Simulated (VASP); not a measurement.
# Hf (Im-3m) in VASP: further runs, part 2 of 2

VASP 6.6.1.

### 3 Single point, PBE

The input, INCAR:

```
SYSTEM = Hf
PREC     = Accurate       ! precision mode
ENCUT    = 520            ! plane-wave cutoff, eV
EDIFF    = 1E-6           ! SCF threshold, eV
ISMEAR   = -1             ! smearing method
SIGMA    = 0.08           ! smearing width, eV
LREAL    = .False.        ! projectors in reciprocal space
LASPH    = .True.         ! aspherical terms in the spheres
NELM     = 100            ! most SCF steps
ALGO     = Normal         ! electronic algorithm
ISIF     = 2              ! what is computed and relaxed
LWAVE    = .False.        ! write WAVECAR
LCHARG   = .False.        ! write CHGCAR
GGA      = PE             ! functional
NBANDS   = 11             ! bands
```

The input, KPOINTS:

```
Automatic mesh
0
Gamma
  16 16 16
  0 0 0
```

The input, POSCAR:

```
Hf
1.0
   -1.8050000000      1.8050000000      1.8050000000
    1.8050000000     -1.8050000000      1.8050000000
    1.8050000000      1.8050000000     -1.8050000000
Hf
1
Direct
    0.0000000000      0.0000000000      0.0000000000
```

Potentials or basis: VASP PAW PBE potentials, release 64 (Hf_pv).

Started as:

```bash
$ cat potpaw_PBE.64/Hf_pv/POTCAR > POTCAR
$ mpirun -np 1 vasp_std > vasp.out
```

OUTCAR:

```text
SYSTEM = Hf
   PREC = Accurate
   ENCUT = 520
   EDIFF = 1E-6
   ISMEAR = -1
   LREAL = .False.
   LASPH = .True.
   NELM = 100
   ISIF = 2
   GGA = PE

 ion  position               nearest neighbor table
   1  0.000  0.000  0.000-

  LATTYP: Found a body centered cubic cell.
 ALAT       =     3.6100000000

  Lattice vectors:

 A1 = (  -1.8050000000,   1.8050000000,   1.8050000000)
 A2 = (   1.8050000000,  -1.8050000000,   1.8050000000)
 A3 = (   1.8050000000,   1.8050000000,  -1.8050000000)

Analysis of symmetry for initial positions (statically):
=====================================================================
 Subroutine PRICEL returns:
 Original cell was already a primitive cell.

 Routine SETGRP: Setting up the symmetry group for a
 body centered cubic supercell.

 Subroutine GETGRP returns: Found 48 space group operations
 (whereof 48 operations were pure point group operations)
 out of a pool of 48 trial point group operations.

The static configuration has the point symmetry O_h .

Analysis of symmetry for dynamics (positions and initial velocities):
=====================================================================
 Subroutine PRICEL returns:
 Original cell was already a primitive cell.

 Routine SETGRP: Setting up the symmetry group for a
 body centered cubic supercell.

 Subroutine GETGRP returns: Found 48 space group operations
 (whereof 48 operations were pure point group operations)
 out of a pool of 48 trial point group operations.

The dynamic configuration has the point symmetry O_h .

 Subroutine INISYM returns: Found 48 space group operations
 (whereof 48 operations are pure point group operations),
 and found     1 'primitive' translations

----------------------------------------------------------------------------------------

                                     Primitive cell
[... 106 lines left out ...]
   IALGO  =     38    algorithm
   IMIX   =      4    mixing-type and parameters
     AMIX     =   0.40;   BMIX     =  1.00
     AMIX_MAG =   1.60;   BMIX_MAG =  1.00
  volume/ion in A,a.u.               =      23.52       158.74
  Fermi-wavevector in a.u.,A,eV,Ry     =   1.230961  2.326179 20.616432  1.515265
  Thomas-Fermi vector in A             =   2.365789
   LORBIT       =      0    0 simple, 1 ext, 2 COOP (PROOUT), +10 PAW based schemes
   GGA     = PE    functional components
   LHFCALC =     F    Hartree Fock is set to
   AEXX    =    0.0000 exact exchange contribution
   IVDW    =     0    specifies the selected vdW correction
   LEPSILON=     F    determine dielectric tensor
   LRPA    =     F    only Hartree local field effects (RPA)
 non-spin polarized calculation
  energy-cutoff  :      520.00
  volume of cell :       23.52
 maximum number of plane-waves:       682
   NGX = 11   NGY = 11   NGZ = 11

 number of electron      10.0000001 magnetization

 Free energy of the ion-electron system (eV)
  ---------------------------------------------------
  ext. energy  EPLUGINS =         0.00000000
  ---------------------------------------------------
  free energy    TOTEN  =        -9.74238282 eV

  energy without entropy =       -9.69833661  energy(sigma->0) =       -9.72035971

 E-fermi :   4.2447     XC(G=0): -11.0583

 val. band max:        4.2262598796   @ k =   0.2500   0.2500   0.0000
 cond. band min:       4.2471083883   @ k =   0.1875   0.1250   0.0625
 fundamental gap:      0.0208485087
 Fermi energy:         4.2447358050

 k-point     1 :       0.0000    0.0000    0.0000
  band No.  band energies     occupation
      1     -25.7876      2.00000
      2     -25.7876      2.00000
      3     -25.7876      2.00000
      4      -2.6290      2.00000
      5       5.7297      0.00000
      6       5.7297      0.00000
      7       5.7297      0.00000
      8       8.3669      0.00000
      9       8.3669      0.00000
     10      17.2900      0.00000
     11      17.2900      0.00000
[... 309 lines left out ...]
 k-point    24 :       0.2500    0.1875    0.0000
  band No.  band energies     occupation
      1     -26.3283      2.00000
      2     -26.0113      2.00000
      3     -25.8460      2.00000
      4       1.1157      2.00000
      5       3.8411      1.98720
      6       4.3000      0.66762
      7       7.8147      0.00000
      8       9.0116      0.00000
      9      10.3425      0.00000
     10      14.6482      0.00000
     11      17.2840      0.00000

 [... further k-points ...]
[... 5 lines left out ...]
  --------------------------------------------------------------------------------------
  -------------------------------------------------------------------------------------
  Total       -0.7540430     -0.7540430     -0.7540430      0.0000000      0.0000000     -0.0000000
  in kB      -51.3588235    -51.3588235    -51.3588235      0.0000000      0.0000000     -0.0000000
  external PRESSURE =     -51.3588235 kB  Pullay stress =       0.0000000 kB

 VOLUME and BASIS-vectors are now :
 -----------------------------------------------------------------------------
  energy-cutoff  :      520.00
  volume of cell :       23.52
      direct lattice vectors                 reciprocal lattice vectors
    -1.805000000  1.805000000  1.805000000     0.000000000  0.277008310  0.277008310
     1.805000000 -1.805000000  1.805000000     0.277008310  0.000000000  0.277008310
     1.805000000  1.805000000 -1.805000000     0.277008310  0.277008310  0.000000000

 POSITION                                       TOTAL-FORCE (eV/Angst)
 -----------------------------------------------------------------------------------
      0.00000      0.00000      0.00000        -0.000000     -0.000000      0.000000
 -----------------------------------------------------------------------------------
    total drift:                               -0.000000     -0.000000      0.000000

  FREE ENERGIE OF THE ION-ELECTRON SYSTEM (eV)
  ---------------------------------------------------
  free  energy   TOTEN  =        -9.7423828191 eV

  energy  without entropy=       -9.6983366074  energy(sigma->0) =       -9.72035971
```

OSZICAR:

```text
N       E                     dE             d eps       ncg     rms          rms(c)
DAV:   1     0.123913990730E+02    0.12391E+02   -0.56814E+03  3190   0.834E+02
DAV:   2    -0.967848120025E+01   -0.22070E+02   -0.21274E+02  4139   0.151E+02
DAV:   3    -0.101190613904E+02   -0.44058E+00   -0.43540E+00  4025   0.146E+01
DAV:   4    -0.101210344642E+02   -0.19731E-02   -0.19704E-02  3653   0.115E+00
DAV:   5    -0.101210472497E+02   -0.12785E-04   -0.12785E-04  4022   0.800E-02    0.441E+01
DAV:   6    -0.983576376740E+01    0.28528E+00   -0.24717E-01  3523   0.364E+00    0.254E+01
DAV:   7    -0.974649481401E+01    0.89269E-01   -0.32981E-01  3613   0.406E+00    0.110E+00
DAV:   8    -0.974238203331E+01    0.41128E-02   -0.22433E-02  3549   0.108E+00    0.159E-01
DAV:   9    -0.974237713564E+01    0.48977E-05   -0.29033E-04  4135   0.157E-01    0.543E-02
DAV:  10    -0.974238286402E+01   -0.57284E-05   -0.24547E-05  3747   0.385E-02    0.313E-02
DAV:  11    -0.974238281911E+01    0.44910E-07   -0.28402E-06  3766   0.125E-02
   1 F= -.97423828E+01 E0= -.97203597E+01  d E =-.440462E-01
```

Wall time 32 s (1 thread of AMD EPYC 7R43 (Zen 3), shared host); peak memory 0.13 GiB.

Results:

```yaml
Free_energy: -9.7424 eV
Pressure: -5.1 GPa
Band_gap_on_the_k_mesh: zero (band 5 reaches 5.73 eV, above the bottom of band 6 at 3.55 eV)
```

Levels at points of the mesh, in eV from the Fermi level:
| k point | band 2 | band 3 | band 4 | band 5 | band 6 | band 7 | band 8 | band 9 |
| --- | --- | --- | --- | --- | --- | --- | --- | --- |
| (0.00, 0.00, 0.00) | -30.03 | -30.03 | -6.87 | 1.48 | 1.48 | 1.48 | 4.12 | 4.12 |
| (0.50, 0.00, 0.00) | -30.26 | -30.03 | -3.22 | -0.41 | 0.89 | 3.93 | 4.88 | 7.17 |
| (0.50, 0.50, 0.50) | -30.52 | -30.52 | -2.36 | -2.36 | 6.40 | 6.40 | 6.40 | 6.84 |

Caveat: spin-orbit coupling is left out, which moves the levels of the heavy elements.
